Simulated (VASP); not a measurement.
# CeO2: single point with revPBE+D4

The system is CeO2.

```
Ce O
1.0
     0.00000    2.71550    2.71550
     2.71550    0.00000    2.71550
     2.71550    2.71550    0.00000
Ce O
1 2
Direct
  0.00000 0.00000 0.00000
  0.25000 0.25000 0.25000
  0.75000 0.75000 0.75000
```

```
Program             : VASP 6.6.1
Task                : single point
Functional          : revPBE
Dispersion          : D4
Potentials or basis : VASP PAW PBE potentials, release 64 (Ce, O)
Cutoff              : 520 eV
k mesh              : 8 × 8 × 8
Occupations         : gaussian, width 0.05 eV
Spin                : no spin polarisation
```

```yaml
Pressure: 0.0 GPa
Band_gap_on_the_k_mesh: 1.93 eV (least direct gap 2.03 eV)
Dispersion_energy_per_atom: -0.426 eV
```

Levels at points of the mesh, in eV from the valence-band top:
```
           k point  band 8  band 9  band 10  band 11  band 12  band 13  band 14  band 15  band 16  band 17
(0.00, 0.00, 0.00)   -3.80   -3.80    -0.60    -0.60    -0.60     2.24     2.24     2.24     2.48     2.89
(0.50, 0.00, 0.00)   -2.93   -1.25    -1.19    -0.79    -0.79     1.93     2.10     2.10     2.25     2.74
(0.50, 0.50, 0.00)   -1.19   -1.19    -0.77    -0.77    -0.61     1.96     2.05     2.05     2.21     2.55
```

Run time: 83 s on 1 thread of Intel Xeon 8259CL (shared host), peak memory 0.2 GiB.

Caveat: the PAW data sets were made with another functional, which shifts forces and pressure a little; spin-orbit coupling is left out, which moves the levels of the heavy elements; semilocal functionals describe open f shells poorly, which spoils levels, moments and volumes. A k mesh can miss the band edges.
